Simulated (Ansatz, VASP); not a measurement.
# In3As in VASP and in Ansatz

Contents of INCAR:

```
PREC = Accurate
ENCUT = 520
EDIFF = 1E-6
ISMEAR = -1
SIGMA = 0.05
LREAL = False
LASPH = True
NELM = 80
ALGO = Fast
ISIF = 2
LWAVE = False
LCHARG = True
GGA = PS
LELF = True
LVHAR = True
NBANDS = 30
```

Contents of KPOINTS:

```
regular mesh
0
Gamma
  6 6 6
```

The input POSCAR:

```
In3As
1.0
    4.7331575368      0.0000000000      0.0000000000
    0.0000000000      4.7331575368      0.0000000000
    0.0000000000      0.0000000000      4.7331575368
In As
3 1
Direct
    0.5000000000      0.5000000000      0.0000000000
    0.5000000000      0.0000000000      0.5000000000
    0.0000000000      0.5000000000      0.5000000000
    0.0000000000      0.0000000000      0.0000000000
```

Contents of input.yaml:

```yaml
crystal:
  lattice:
    - [4.7331575368, 0.0, 0.0]
    - [0.0, 4.7331575368, 0.0]
    - [0.0, 0.0, 4.7331575368]
  atoms:
    - { symbol: In, position: [0.5, 0.5, 0.0] }
    - { symbol: In, position: [0.5, 0.0, 0.5] }
    - { symbol: In, position: [0.0, 0.5, 0.5] }
    - { symbol: As, position: [0.0, 0.0, 0.0] }
kpoints:
  mp_grid: { grid: [6, 6, 6] }
scf:
  occupations: { method: fermi_dirac, width: 0.05 }
hamiltonian:
  xc: pbesol
  pseudopotentials: { kind: all_electron, lapw: { basis_error: 0.001 } }
output:
  forces: true
  stress: true
  eigenvalues: true
```

Change from the starting cell: volume scaled by 1.04.

Alike in both runs: task single point; functional PBEsol; k mesh 6 × 6 × 6; occupations fermi-dirac, width 0.05 eV; no spin polarisation.

|  | VASP | Ansatz |
| --- | --- | --- |
| version | VASP 6.6.1 | Ansatz 0.2.0 |
| potentials or method | VASP PAW PBE potentials, release 64 (In_d, As), cutoff 520 eV | all-electron LAPW, scalar-relativistic |

|  | VASP | Ansatz | Ansatz less VASP |
| --- | --- | --- | --- |
| gap on the k mesh at the Fermi level (eV) | none | none | - |
| pressure (GPa) | -3.7 | -3.7 | +0.01 |

VASP's potentials were made for PBE, not for PBEsol. A gap of «none» marks a metal or a gap that the smearing closes. Ansatz ran all-electron here, and VASP with PAW potentials.
